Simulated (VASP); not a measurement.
Al, 1 atom in the cell. The structure is cubic, space group Fm-3m (No. 225). The conventional cell has a = 4.048 Å, b = 4.048 Å, c = 4.048 Å, α = 90.00°, β = 90.00°, γ = 90.00°. Within 3.8 Å of Al (site symmetry m-3m) lie 12 Al at 2.86 Å. 

* Program: VASP 6.6.1
* Task: single point
* Functional: PBEsol
* Potentials or basis: VASP PAW PBE potentials, release 64 (Al)
* Cutoff: 500 eV
* k mesh: 17 × 17 × 17
* Occupations: fermi-dirac, width 0.03 eV
* Spin: no spin polarisation
* Dipole correction: no
* Further INCAR settings: ALGO = Normal; EDIFF = 1e-06; NBANDS = 8

Potentials or basis: VASP PAW PBE potentials, release 64 (Al).

Run with:

```sh
$ cat potpaw_PBE.64/Al/POTCAR > POTCAR
$ mpirun -np 1 vasp_std > vasp.out
```

Hardware: 1 thread of AMD EPYC 9R45 96-Core Processor (Zen 5), on a shared host.

**Question.** How long does it take, and how much memory?

**Answer.** It took 7.6 s on 1 thread of AMD EPYC 9R45 96-Core Processor (Zen 5), on a shared host, peak memory 0.11 GiB. Counts: scf iterations 9, k points 165.
